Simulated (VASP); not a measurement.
# SnTe (Fm-3m) in VASP: a series of runs

The runs below take SnTe through single point, with LDA, RPBE+D4, revPBE+D4, BLYP+D3(BJ), BLYP+D4.

All numbers are computed with VASP 6.6.1; they aren't measurements. Logs are shortened: lines on timing, memory, paths and dates and some standing lists are left out, and cuts for length are marked.

### Step 1. The cell of the first run

Symmetry: Fm-3m, No. 225, cubic system. Conventional cell: a = 6.302 Å, b = 6.302 Å, c = 6.302 Å, α = 90.00°, β = 90.00°, γ = 90.00°. Te (site symmetry m-3m) has 6 Sn at 3.15 Å within 4.1 Å. Sn (site symmetry m-3m) has 6 Te at 3.15 Å within 4.1 Å.

### Step 2. Single point, LDA

INCAR

```
PREC     = Accurate       # precision mode
ENCUT    = 520            # plane-wave cutoff, eV
EDIFF    = 1E-6           # SCF threshold, eV
ISMEAR   = -1             # smearing method
SIGMA    = 0.05           # smearing width, eV
LREAL    = F              # projectors in reciprocal space
LASPH    = T              # aspherical terms in the spheres
NELM     = 100            # most SCF steps
ALGO     = Normal         # electronic algorithm
ISIF     = 2              # what is computed and relaxed
LWAVE    = F              # write WAVECAR
LCHARG   = T              # write CHGCAR
GGA      = CA             # functional
LELF     = T              # ELF
LVHAR    = T            
NBANDS   = 17             # bands
```

KPOINTS

```
Automatic mesh
0
Gamma
  7 7 7
```

POSCAR

```
SnTe
1.0
    0.0000000000      3.1508500000      3.1508500000
    3.1508500000      0.0000000000      3.1508500000
    3.1508500000      3.1508500000      0.0000000000
Te Sn
1 1
Direct
    0.5000000000      0.5000000000      0.5000000000
    0.0000000000      0.0000000000      0.0000000000
```

Potentials or basis: VASP PAW LDA potentials, release 64 (Te, Sn_d).

Command:

```bash
$ cat potpaw_LDA.64/Te/POTCAR potpaw_LDA.64/Sn_d/POTCAR > POTCAR
$ mpirun -np 1 vasp_std > vasp.out
```

OUTCAR:

```text
PREC = Accurate
   ENCUT = 520
   EDIFF = 1E-6
   ISMEAR = -1
   LREAL = F
   LASPH = T
   NELM = 100
   ISIF = 2
   GGA = CA

 ion  position               nearest neighbor table
   1  0.500  0.500  0.500-   2 3.15   2 3.15   2 3.15   2 3.15   2 3.15   2 3.15
   2  0.000  0.000  0.000-   1 3.15   1 3.15   1 3.15   1 3.15   1 3.15   1 3.15

  LATTYP: Found a face centered cubic cell.
 ALAT       =     6.3017000000

  Lattice vectors:

 A1 = (   0.0000000000,   3.1508500000,   3.1508500000)
 A2 = (   3.1508500000,   0.0000000000,   3.1508500000)
 A3 = (   3.1508500000,   3.1508500000,   0.0000000000)

Analysis of symmetry for initial positions (statically):
[... 33 lines left out ...]
                                     Primitive cell

  volume of cell :      62.5624

  direct lattice vectors                    reciprocal lattice vectors
     0.000000000  3.150850000  3.150850000    -0.158687338  0.158687338  0.158687338
     3.150850000  0.000000000  3.150850000     0.158687338 -0.158687338  0.158687338
     3.150850000  3.150850000  0.000000000     0.158687338  0.158687338 -0.158687338

  length of vectors
     4.455974803  4.455974803  4.455974803     0.274854533  0.274854533  0.274854533

  position of ions in fractional coordinates (direct lattice)
     0.500000000  0.500000000  0.500000000
     0.000000000  0.000000000  0.000000000

  ion indices of the primitive-cell ions
   primitive index   ion index
                 1           1
                 2           2

----------------------------------------------------------------------------------------

 KPOINTS: Automatic mesh

Automatic generation of k-mesh.
 Grid dimensions read from file:
 generate k-points for:    7    7    7

 Generating k-lattice:

  Cartesian coordinates                     Fractional coordinates (reciprocal lattice)
    -0.022669620  0.022669620  0.022669620     0.142857143  0.000000000  0.000000000
     0.022669620 -0.022669620  0.022669620     0.000000000  0.142857143  0.000000000
     0.022669620  0.022669620 -0.022669620     0.000000000  0.000000000  0.142857143

  Length of vectors
     0.039264933  0.039264933  0.039264933

  Shift w.r.t. Gamma in fractional coordinates (k-lattice)
     0.000000000  0.000000000  0.000000000

 Subroutine IBZKPT returns following result:
 ===========================================

 Found     20 irreducible k-points:

 Following reciprocal coordinates:
            Coordinates               Weight
  0.000000  0.000000  0.000000      1.000000
  0.142857  0.000000  0.000000      8.000000
  0.285714  0.000000  0.000000      8.000000
  0.428571  0.000000  0.000000      8.000000
  0.142857  0.142857  0.000000      6.000000
  0.285714  0.142857  0.000000     24.000000
[... 12 lines left out ...]
 -0.428571  0.428571  0.142857     24.000000
 -0.285714  0.428571  0.142857     24.000000
   k-points           NKPTS =     20   k-points in BZ     NKDIM =     20   number of bands    NBANDS=     17
   number of dos      NEDOS =    301   number of ions     NIONS =      2
   total plane-waves  NPLWV =  46656
   dimension x,y,z NGX =    36 NGY =   36 NGZ =   36
   dimension x,y,z NGXF=    72 NGYF=   72 NGZF=   72
   ions per type =               1   1
   NGX,Y,Z   is equivalent  to a cutoff of  13.43, 13.43, 13.43 a.u.
   NGXF,Y,Z  is equivalent  to a cutoff of  26.86, 26.86, 26.86 a.u.
 SYSTEM =  unknown system
   PREC   = accura    normal or accurate (medium, high low for compatibility)
   ISTART =      0    job   : 0-new  1-cont  2-samecut
   ICHARG =      2    charge: 1-file 2-atom 10-const
   ISPIN  =      1    spin polarized calculation?
   LNONCOLLINEAR =      F non collinear calculations
   LSORBIT =      F    spin-orbit coupling
   LASPH  =      T    aspherical Exc in radial PAW
   ENCUT  =  520.0 eV  38.22 Ry    6.18 a.u.   8.29  8.29  8.29*2*pi/ulx,y,z
   NELM   =    100;   NELMIN=  2; NELMDL= -5     # of ELM steps
   EDIFF  = 0.1E-05   stopping-criterion for ELM
   LREAL  =      F    real-space projection
   EDIFFG = 0.1E-04   stopping-criterion for IOM
   NSW    =      0    number of steps for IOM
   IBRION =     -1    ionic relax: 0-MD 1-quasi-New 2-CG
   NFREE  =      0    steps in history (QN), initial steepest desc. (CG)
   ISIF   =      2    stress and relaxation
   ISYM   =      2    0-nonsym 1-usesym 2-fastsym
   POTIM  = 0.5000    time-step for ionic-motion
   TEBEG  =    0.0;   TEEND  =   0.0 temperature during run
   PSTRESS=    0.0 pullay stress
   NELECT =      20.0000    total number of electrons
   NUPDOWN=      -1.0000    fix difference up-down
   EMIN   =  10.00;   EMAX   =-10.00  energy-range for DOS
   EFERMI =   0.00;   METHOD = LEGACY
   ISMEAR =    -1;   SIGMA  =   0.05  broadening in eV -4-tet -1-fermi 0-gaus
   EFERMI_NEDOS =   21; number of points for ismear=-14 and -15
   IALGO  =     38    algorithm
   IMIX   =      4    mixing-type and parameters
     AMIX     =   0.40;   BMIX     =  1.00
[... 74 lines left out ...]
      2     -15.0605      2.00000
      3     -15.0448      2.00000
      4     -15.0397      2.00000
      5     -15.0397      2.00000
      6      -4.9106      2.00000
[... 9 lines left out ...]
     16      14.7898      0.00000
     17      16.2091      0.00000

 k-point     5 :       0.1429    0.1429    0.0000
  band No.  band energies     occupation
      1     -15.0586      2.00000
      2     -15.0547      2.00000
      3     -15.0470      2.00000
      4     -15.0443      2.00000
      5     -15.0443      2.00000
      6      -5.8598      2.00000
[... 9 lines left out ...]
     16      12.5908      0.00000
     17      13.8697      0.00000

 k-point     6 :       0.2857    0.1429    0.0000
  band No.  band energies     occupation
      1     -15.0614      2.00000
      2     -15.0553      2.00000
      3     -15.0468      2.00000
      4     -15.0422      2.00000
      5     -15.0416      2.00000
      6      -5.4920      2.00000
[... 9 lines left out ...]
     16      13.7566      0.00000
     17      15.2945      0.00000

 k-point     7 :       0.4286    0.1429    0.0000
  band No.  band energies     occupation
      1     -15.0631      2.00000
      2     -15.0576      2.00000
      3     -15.0451      2.00000
      4     -15.0406      2.00000
      5     -15.0391      2.00000
      6      -4.9596      2.00000
[... 9 lines left out ...]
     16      15.4193      0.00000
     17      16.1535      0.00000

 k-point     8 :      -0.4286    0.1429    0.0000
  band No.  band energies     occupation
      1     -15.0623      2.00000
      2     -15.0596      2.00000
      3     -15.0439      2.00000
      4     -15.0401      2.00000
      5     -15.0391      2.00000
      6      -4.7318      2.00000
[... 9 lines left out ...]
     16      14.6435      0.00000
     17      16.8259      0.00000
[... 123 lines left out ...]
      1     -15.0727      2.00000
      2     -15.0511      2.00000
      3     -15.0501      2.00000
      4     -15.0357      2.00000
      5     -15.0357      2.00000
      6      -4.6183      2.00000
[... 9 lines left out ...]
     16      16.6414      0.00000
     17      17.6732      0.00000

 k-point    16 :      -0.4286    0.4286    0.0000
  band No.  band energies     occupation
      1     -15.0720      2.00000
      2     -15.0522      2.00000
      3     -15.0489      2.00000
      4     -15.0362      2.00000
      5     -15.0357      2.00000
      6      -4.4820      2.00000
[... 9 lines left out ...]
     16      16.2632      0.00000
     17      16.7765      0.00000

 k-point    17 :       0.4286    0.2857    0.1429
  band No.  band energies     occupation
      1     -15.0641      2.00000
      2     -15.0557      2.00000
      3     -15.0464      2.00000
      4     -15.0400      2.00000
      5     -15.0398      2.00000
      6      -5.0865      2.00000
[... 9 lines left out ...]
     16      15.0847      0.00000
     17      15.8991      0.00000

 k-point    18 :      -0.4286    0.2857    0.1429
  band No.  band energies     occupation
      1     -15.0651      2.00000
      2     -15.0573      2.00000
      3     -15.0441      2.00000
      4     -15.0409      2.00000
      5     -15.0377      2.00000
      6      -4.6579      2.00000
[... 9 lines left out ...]
     16      15.5125      0.00000
     17      16.7101      0.00000

 k-point    19 :      -0.4286    0.4286    0.1429
  band No.  band energies     occupation
      1     -15.0697      2.00000
      2     -15.0538      2.00000
      3     -15.0474      2.00000
      4     -15.0383      2.00000
      5     -15.0357      2.00000
      6      -4.5427      2.00000
[... 9 lines left out ...]
     16      16.3567      0.00000
     17      17.2806      0.00000

 k-point    20 :      -0.2857    0.4286    0.1429
  band No.  band energies     occupation
      1     -15.0676      2.00000
      2     -15.0559      2.00000
      3     -15.0442      2.00000
      4     -15.0412      2.00000
      5     -15.0358      2.00000
      6      -4.4537      2.00000
[... 9 lines left out ...]
     16      16.5158      0.00000
     17      17.1507      0.00000

------------------------ aborting loop because EDIFF is reached ----------------------------------------

  FORCE on cell =-STRESS in cart. coord.  units (eV):
  Direction    XX          YY          ZZ          XY          YZ          ZX
  --------------------------------------------------------------------------------------
  -------------------------------------------------------------------------------------
  Total       -0.6008450     -0.6008450     -0.6008450      0.0000000     -0.0000000     -0.0000000
  in kB      -15.3872089    -15.3872089    -15.3872089      0.0000000     -0.0000000     -0.0000000
  external PRESSURE =     -15.3872089 kB  Pullay stress =       0.0000000 kB

 VOLUME and BASIS-vectors are now :
 -----------------------------------------------------------------------------
  energy-cutoff  :      520.00
  volume of cell :       62.56
      direct lattice vectors                 reciprocal lattice vectors
     0.000000000  3.150850000  3.150850000    -0.158687338  0.158687338  0.158687338
     3.150850000  0.000000000  3.150850000     0.158687338 -0.158687338  0.158687338
     3.150850000  3.150850000  0.000000000     0.158687338  0.158687338 -0.158687338

 POSITION                                       TOTAL-FORCE (eV/Angst)
 -----------------------------------------------------------------------------------
      3.15085      3.15085      3.15085         0.000000      0.000000      0.000000
      0.00000      0.00000      0.00000        -0.000000      0.000000     -0.000000
 -----------------------------------------------------------------------------------
    total drift:                               -0.000000      0.000000      0.000000

  FREE ENERGIE OF THE ION-ELECTRON SYSTEM (eV)
  ---------------------------------------------------
  free  energy   TOTEN  =        -8.8296004616 eV

  energy  without entropy=       -8.8295288762  energy(sigma->0) =       -8.82956467
```

Wall time 13 s (1 thread of Intel Xeon 6975P-C (Granite Rapids), shared host); peak memory 0.17 GiB.

Results:

| Item | Value |
| --- | --- |
| Free energy | -8.8296 eV |
| Pressure | -1.5 GPa |

Levels at points of the mesh, in eV from the Fermi level:
```
           k point  band 7  band 8  band 9  band 10  band 11  band 12  band 13  band 14
(0.00, 0.00, 0.00)   -4.82   -2.15   -2.15    -2.15     3.26     3.26     3.26     4.75
```

Caveat: this odd mesh misses L, where the gap lies, so gap, dielectric constants and Born charges aren't listed; spin-orbit coupling is left out, which moves the levels of the heavy elements.

### Step 3. Single point, RPBE+D4

This run uses another cell than the first one, of 30.84 Å³/atom, 0.986 times its volume.

INCAR

```
SYSTEM = SnTe
ALGO = Normal ; EDIFF = 1E-6
ENCUT = 520 ; GGA = RP
ISIF = 2 ; ISMEAR = -1
IVDW = 13 ; LASPH = .True.
LCHARG = .False. ; LREAL = .False.
LWAVE = .False. ; NBANDS = 17
NELM = 100 ; PREC = Accurate
SIGMA = 0.05
```

KPOINTS

```
k-points
0
Gamma
  7 7 7
  0 0 0
```

POSCAR

```
SnTe
1.0
    0.0000000000      3.1359665996      3.1359665996
    3.1359665996      0.0000000000      3.1359665996
    3.1359665996      3.1359665996      0.0000000000
Te Sn
1 1
Direct
    0.5000000000      0.5000000000      0.5000000000
    0.0000000000      0.0000000000      0.0000000000
```

Potentials or basis: VASP PAW PBE potentials, release 64 (Te, Sn_d).

Command:

```bash
$ cat potpaw_PBE.64/Te/POTCAR potpaw_PBE.64/Sn_d/POTCAR > POTCAR
$ mpirun -np 1 vasp_std > vasp.out
```

Run time: 15 s. Hardware: 1 thread of Intel Xeon 6975P-C (Granite Rapids), shared host; peak memory 0.2 GiB.

Results (log left out):

```yaml
Free_energy: -8.4153 eV
Pressure: 0.0 GPa
Dispersion_energy_per_atom: -0.809 eV
```

Levels at points of the mesh, in eV from the Fermi level:
| k point | band 7 | band 8 | band 9 | band 10 | band 11 | band 12 | band 13 | band 14 |
| --- | --- | --- | --- | --- | --- | --- | --- | --- |
| (0.00, 0.00, 0.00) | -4.67 | -2.31 | -2.31 | -2.31 | 3.30 | 3.30 | 3.30 | 4.61 |

Caveat: this odd mesh misses L, where the gap lies, so gap, dielectric constants and Born charges aren't listed; the PAW data sets were made with another functional, which shifts forces and pressure a little; spin-orbit coupling is left out, which moves the levels of the heavy elements.

### Step 4. Single point, revPBE+D4

This run uses another cell than the first one, of 31.09 Å³/atom, 0.994 times its volume.

INCAR

```
SYSTEM = SnTe
  ALGO = Normal
  EDIFF = 1E-6
  ENCUT = 520
  GGA = RE
  ISIF = 2
  ISMEAR = -1
  IVDW = 13
  LASPH = .TRUE.
  LCHARG = .TRUE.
  LELF = .TRUE.
  LREAL = .FALSE.
  LVHAR = .TRUE.
  LWAVE = .FALSE.
  NBANDS = 17
  NELM = 60
  PREC = Accurate
  SIGMA = 0.05
```

KPOINTS

```
k-points
0
G
  7 7 7
  0 0 0
```

POSCAR

```
SnTe
1.0
    0.0000000000      3.1445189382      3.1445189382
    3.1445189382      0.0000000000      3.1445189382
    3.1445189382      3.1445189382      0.0000000000
Te Sn
1 1
Direct
    0.5000000000      0.5000000000      0.5000000000
    0.0000000000      0.0000000000      0.0000000000
```

Command:

```bash
$ cat potpaw_PBE.64/Te/POTCAR potpaw_PBE.64/Sn_d/POTCAR > POTCAR
$ mpirun -np 1 vasp_std > vasp.out
```

Wall time 14 s (1 thread of Intel Xeon 6975P-C (Granite Rapids), shared host); peak memory 0.2 GiB.

It converged, with:

```yaml
Free_energy: -8.2922 eV
Pressure: -0.1 GPa
Dispersion_energy_per_atom: -0.690 eV
```

Levels at points of the mesh, in eV from the Fermi level:
| k point | band 8 | band 9 | band 10 | band 11 | band 12 | band 13 |
| --- | --- | --- | --- | --- | --- | --- |
| (0.00, 0.00, 0.00) | -2.27 | -2.27 | -2.27 | 3.29 | 3.29 | 3.29 |

Caveat: this odd mesh misses L, where the gap lies, so gap, dielectric constants and Born charges aren't listed; the PAW data sets were made with another functional, which shifts forces and pressure a little; spin-orbit coupling is left out, which moves the levels of the heavy elements.

### Step 5. Single point, BLYP+D3(BJ)

This run uses another cell than the first one, of 31.97 Å³/atom, 1.022 times its volume.

INCAR

```
PREC     = Accurate       # precision mode
ENCUT    = 520            # plane-wave cutoff, eV
EDIFF    = 1E-6           # SCF threshold, eV
ISMEAR   = -1             # smearing method
SIGMA    = 0.05           # smearing width, eV
LREAL    = False          # projectors in reciprocal space
LASPH    = True           # aspherical terms in the spheres
NELM     = 100            # most SCF steps
ALGO     = Normal         # electronic algorithm
ISIF     = 2              # what is computed and relaxed
LWAVE    = False          # write WAVECAR
LCHARG   = False          # write CHGCAR
GGA      = B5             # functional
ALDAX    = 1.0          
AGGAX    = 1.0          
AGGAC    = 1.0          
ALDAC    = 0.0          
IVDW     = 12             # dispersion correction
VDW_S6   = 1.0          
VDW_S8   = 2.6996       
VDW_A1   = 0.4298       
VDW_A2   = 4.2359       
NBANDS   = 17             # bands
```

KPOINTS

```
Automatic mesh
0
Gamma
  7 7 7
```

POSCAR

```
SnTe
1.0
    0.0000000000      3.1738309600      3.1738309600
    3.1738309600      0.0000000000      3.1738309600
    3.1738309600      3.1738309600      0.0000000000
Te Sn
1 1
Direct
    0.5000000000      0.5000000000      0.5000000000
    0.0000000000      0.0000000000      0.0000000000
```

Command:

```bash
$ cat potpaw_PBE.64/Te/POTCAR potpaw_PBE.64/Sn_d/POTCAR > POTCAR
$ mpirun -np 1 vasp_std > vasp.out
```

Wall time 23 s (1 thread of Intel Xeon 6975P-C (Granite Rapids), shared host); peak memory 0.21 GiB.

Results (log left out):

```yaml
Free_energy: -8.0662 eV
Pressure: 0.1 GPa
Dispersion_energy_per_atom: -0.925 eV
```

Levels at points of the mesh, in eV from the Fermi level:
| k point | band 7 | band 8 | band 9 | band 10 | band 11 | band 12 | band 13 | band 14 |
| --- | --- | --- | --- | --- | --- | --- | --- | --- |
| (0.00, 0.00, 0.00) | -4.99 | -2.19 | -2.19 | -2.19 | 3.14 | 3.14 | 3.14 | 4.94 |

Caveat: this odd mesh misses L, where the gap lies, so gap, dielectric constants and Born charges aren't listed; the PAW data sets were made with another functional, which shifts forces and pressure a little; spin-orbit coupling is left out, which moves the levels of the heavy elements.

### Step 6. Single point, BLYP+D4

This run uses another cell than the first one, of 32.57 Å³/atom, 1.041 times its volume.

INCAR

```
SYSTEM = SnTe
AGGAC = 1.0
AGGAX = 1.0
ALDAC = 0.0
ALDAX = 1.0
ALGO = Normal
EDIFF = 1E-7
ENCUT = 520
GGA = B5
ISIF = 2
ISMEAR = -1
IVDW = 13
LASPH = .TRUE.
LCHARG = .FALSE.
LREAL = .FALSE.
LWAVE = .FALSE.
NBANDS = 17
NELM = 80
PREC = Accurate
SIGMA = 0.05
VDW_A1 = 0.44488865
VDW_A2 = 4.0933009
VDW_S6 = 1.0
VDW_S8 = 2.34076671
```

KPOINTS

```
k-points
0
G
  7 7 7
  0 0 0
```

POSCAR

```
SnTe
1.0
    0.0000000000      3.1936649219      3.1936649219
    3.1936649219      0.0000000000      3.1936649219
    3.1936649219      3.1936649219      0.0000000000
Te Sn
1 1
Direct
    0.5000000000      0.5000000000      0.5000000000
    0.0000000000      0.0000000000      0.0000000000
```

Potentials or basis: VASP PAW PBE potentials, release 64 (Te, Sn_d).

Command:

```bash
$ cat potpaw_PBE.64/Te/POTCAR potpaw_PBE.64/Sn_d/POTCAR > POTCAR
$ mpirun -np 1 vasp_std > vasp.out
```

Run time: 24 s. Hardware: 1 thread of Intel Xeon 6975P-C (Granite Rapids), shared host; peak memory 0.2 GiB.

It converged, with:

```
Free energy                : -7.8420 eV
Pressure                   : 0.1 GPa
Dispersion energy per atom : -0.796 eV
```

Levels at points of the mesh, in eV from the Fermi level:
```csv
k point,band 6,band 7,band 8,band 9,band 10,band 11,band 12,band 13,band 14,band 15
"(0.00, 0.00, 0.00)",-12.58,-5.05,-2.13,-2.13,-2.13,3.11,3.11,3.11,4.98,4.98
```

Caveat: this odd mesh misses L, where the gap lies, so gap, dielectric constants and Born charges aren't listed; the PAW data sets were made with another functional, which shifts forces and pressure a little; spin-orbit coupling is left out, which moves the levels of the heavy elements.

### Step 7. Summary

| level | potentials or basis | cell | pressure (GPa) |
| --- | --- | --- | --- |
| LDA | VASP PAW LDA potentials, release 64 (Te, Sn_d) | a = 4.456 Å, angles 60.0°, 2 atoms | -1.5 |
| RPBE+D4 | VASP PAW PBE potentials, release 64 (Te, Sn_d) | a = 4.435 Å, angles 60.0°, 2 atoms | 0.0 |
| revPBE+D4 | VASP PAW PBE potentials, release 64 (Te, Sn_d) | a = 4.447 Å, angles 60.0°, 2 atoms | -0.1 |
| BLYP+D3(BJ) | VASP PAW PBE potentials, release 64 (Te, Sn_d) | a = 4.488 Å, angles 60.0°, 2 atoms | 0.1 |
| BLYP+D4 | VASP PAW PBE potentials, release 64 (Te, Sn_d) | a = 4.517 Å, angles 60.0°, 2 atoms | 0.1 |

Alike in all rows: task single point; no spin polarisation; k mesh 7 × 7 × 7; cutoff (eV) 520; smearing fermi-dirac 0.05 eV.

Caveats: spin-orbit coupling is left out, which moves the levels of the heavy elements; the PAW data sets were made with another functional, which shifts forces and pressure a little (some runs).

Total energies depend on the potentials used, so only differences within one code and one set of settings carry meaning.
